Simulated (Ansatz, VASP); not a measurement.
**Al12HO in VASP and in Ansatz**

Contents of INCAR:

```
SYSTEM = Al12HO
PREC     = Accurate       ! precision mode
ENCUT    = 520            ! plane-wave cutoff, eV
EDIFF    = 1E-6           ! SCF threshold, eV
ISMEAR   = 0              ! smearing method
SIGMA    = 0.1            ! smearing width, eV
LREAL    = .FALSE.        ! projectors in reciprocal space
LASPH    = .TRUE.         ! aspherical terms in the spheres
NELM     = 150            ! most SCF steps
ALGO     = Normal         ! electronic algorithm
ISIF     = 2              ! what is computed and relaxed
LWAVE    = .FALSE.        ! write WAVECAR
LCHARG   = .FALSE.        ! write CHGCAR
ISPIN    = 2              ! spin polarisation
MAGMOM   = 0 0 0 0 0 0 0 0 0 0 0 0 1 0 ! initial moments
LORBIT   = 11             ! projections on sites
LDIPOL   = .TRUE.       
IDIPOL   = 3            
DIPOL    = 0.5 0.5 0.298
GGA      = PE             ! functional
NBANDS   = 38             ! bands
```

File KPOINTS:

```
Automatic mesh
0
G
  5 5 1
  0 0 0
```

File POSCAR:

```
Al12HO
1.0
    5.7143028096      0.0000000000      0.0000000000
    0.0000000000      5.7143028096      0.0000000000
    0.0000000000      0.0000000000     22.1750227687
Al O H
12 1 1
Direct
    0.2500000000      0.2500000000      0.1803831293
    0.2500000000      0.7500000000      0.1803831293
    0.7500000000      0.2500000000      0.1803831293
    0.7500000000      0.7500000000      0.1803831293
    0.0000000000      0.0000000000      0.2744094920
    0.0000000000      0.5000000000      0.2744094920
    0.5000000000      0.0000000000      0.2744094920
    0.5000000000      0.5000000000      0.2744094920
    0.2500000000      0.2500000000      0.3686590473
    0.2500000000      0.7500000000      0.3686590473
    0.7500000000      0.2500000000      0.3686590473
    0.7500000000      0.7500000000      0.3686590473
    0.5000000000      0.5000000000      0.4160096188
    0.5320271270      0.5320271270      0.4595687996
```

Input for Ansatz:

```yaml
crystal:
  lattice:
    - [5.7143028096, 0.0, 0.0]
    - [0.0, 5.7143028096, 0.0]
    - [0.0, 0.0, 22.1750227687]
  atoms:
    - { symbol: Al, position: [0.25, 0.25, 0.1803831293] }
    - { symbol: Al, position: [0.25, 0.75, 0.1803831293] }
    - { symbol: Al, position: [0.75, 0.25, 0.1803831293] }
    - { symbol: Al, position: [0.75, 0.75, 0.1803831293] }
    - { symbol: Al, position: [0.0, 0.0, 0.274409492] }
    - { symbol: Al, position: [0.0, 0.5, 0.274409492] }
    - { symbol: Al, position: [0.5, 0.0, 0.274409492] }
    - { symbol: Al, position: [0.5, 0.5, 0.274409492] }
    - { symbol: Al, position: [0.25, 0.25, 0.3686590473] }
    - { symbol: Al, position: [0.25, 0.75, 0.3686590473] }
    - { symbol: Al, position: [0.75, 0.25, 0.3686590473] }
    - { symbol: Al, position: [0.75, 0.75, 0.3686590473] }
    - { symbol: O, position: [0.5, 0.5, 0.4160096188], spin: 1.0 }
    - { symbol: H, position: [0.532027127, 0.532027127, 0.4595687996] }
basis:
  ecutwfc: 420
kpoints:
  mp_grid: { grid: [5, 5, 1] }
hamiltonian:
  xc: pbe
scf:
  occupations: { method: gaussian, width: 0.1 }
output:
  forces: true
  eigenvalues: true
  populations: true
  write_density: true
  write_potential: true
  elf: true
  volumetric_format: npy
magnetization:
  spin_polarized: true
efield:
  axis: 3
  dipole_correction: true
  ramp_width: 0.04
```

Alike in both runs: task single point; functional PBE; k mesh 5 × 5 × 1; occupations gaussian, width 0.1 eV; collinear spin.

|  | VASP | Ansatz |
| --- | --- | --- |
| version | VASP 6.6.1 | Ansatz 0.2.0 |
| potentials or method | VASP PAW PBE potentials, release 64 (Al, O, H), cutoff 520 eV | scalar-relativistic, plane waves, PAW |
| valence electrons in the cell | 43 | 43 |

VASP gave:

```
gap on the k mesh at the Fermi level (eV) : none
rms of the force components (eV/Å)        : 0.276
net moment per atom (μB)                  : 0.00
```

**Question.** Estimate Ansatz's values.

**Answer.** gap on the k mesh at the Fermi level (eV): none; rms of the force components (eV/Å): 0.292; net moment per atom (μB): 0.00.

Atom by atom the forces differ by 0.021 eV/Å (rms over components). A gap of «none» marks a metal or a gap that the smearing closes. Ansatz's warnings: seeded moment not kept, stability check not made, xc potential rough in thin density.
